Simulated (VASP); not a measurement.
Cu:

```
CELL_PARAMETERS angstrom
0.00000 7.26070 7.26070
7.26070 0.00000 7.26070
7.26070 7.26070 0.00000
ATOMIC_POSITIONS crystal
Cu 0.00000 0.00000 0.00000
Cu 0.00000 0.00000 0.25000
Cu 0.00000 0.00000 0.50000
Cu 0.00000 0.00000 0.75000
Cu 0.00000 0.25000 0.00000
Cu 0.00000 0.25000 0.25000
Cu 0.00000 0.25000 0.50000
Cu 0.00000 0.25000 0.75000
Cu 0.00000 0.50000 0.00000
Cu 0.00000 0.50000 0.25000
Cu 0.00000 0.50000 0.50000
Cu 0.00000 0.50000 0.75000
Cu 0.00000 0.75000 0.00000
Cu 0.00000 0.75000 0.25000
Cu 0.00000 0.75000 0.50000
Cu 0.00000 0.75000 0.75000
Cu 0.25000 0.00000 0.00000
Cu 0.25000 0.00000 0.25000
Cu 0.25000 0.00000 0.50000
Cu 0.25000 0.00000 0.75000
Cu 0.25000 0.25000 0.00000
Cu 0.25000 0.25000 0.25000
Cu 0.25000 0.25000 0.50000
Cu 0.25000 0.25000 0.75000
Cu 0.25000 0.50000 0.00000
Cu 0.25000 0.50000 0.25000
Cu 0.25000 0.50000 0.50000
Cu 0.25000 0.50000 0.75000
Cu 0.25000 0.75000 0.00000
Cu 0.25000 0.75000 0.25000
Cu 0.25000 0.75000 0.50000
Cu 0.25000 0.75000 0.75000
Cu 0.50000 0.00000 0.00000
Cu 0.50000 0.00000 0.25000
Cu 0.50000 0.00000 0.50000
Cu 0.50000 0.00000 0.75000
Cu 0.50000 0.25000 0.00000
Cu 0.50000 0.25000 0.25000
Cu 0.50000 0.25000 0.50000
Cu 0.50000 0.25000 0.75000
Cu 0.50000 0.50000 0.00000
Cu 0.50000 0.50000 0.25000
Cu 0.50000 0.50000 0.50000
Cu 0.50000 0.50000 0.75000
Cu 0.50000 0.75000 0.00000
Cu 0.50000 0.75000 0.25000
Cu 0.50000 0.75000 0.50000
Cu 0.50000 0.75000 0.75000
Cu 0.75000 0.00000 0.00000
Cu 0.75000 0.00000 0.25000
Cu 0.75000 0.00000 0.50000
Cu 0.75000 0.00000 0.75000
Cu 0.75000 0.25000 0.00000
Cu 0.75000 0.25000 0.25000
Cu 0.75000 0.25000 0.50000
Cu 0.75000 0.25000 0.75000
Cu 0.75000 0.50000 0.00000
Cu 0.75000 0.50000 0.25000
Cu 0.75000 0.50000 0.50000
Cu 0.75000 0.50000 0.75000
Cu 0.75000 0.75000 0.00000
Cu 0.75000 0.75000 0.25000
Cu 0.75000 0.75000 0.50000
Cu 0.75000 0.75000 0.75000
```

Base run:

* Program: VASP 6.6.1
* Functional: PBE
* Potentials or basis: VASP PAW PBE potentials, release 64 (Cu)
* Cutoff: 520 eV
* k mesh: 3 × 3 × 3
* Occupations: methfessel-paxton, width 0.1 eV
* Spin: no spin polarisation

Its results: band gap on the k mesh zero (bands 352 and 353 overlap by 1.01 eV); pressure 0.3 GPa.

**Question.** The run is repeated on the same cell with these changes: k mesh from 3 × 3 × 3 to 2 × 2 × 2; further incar settings from LREAL = Auto; ALGO = Normal; EDIFF = 1e-06; NBANDS = 390 to LREAL = Auto; ALGO = Normal; EDIFF = 1e-07; NBANDS = 390. What comes out?

**Answer.** Band gap on the k mesh zero (bands 352 and 353 overlap by 1.08 eV); pressure 1.2 GPa.

Caveats: some runs use coarse meshes.
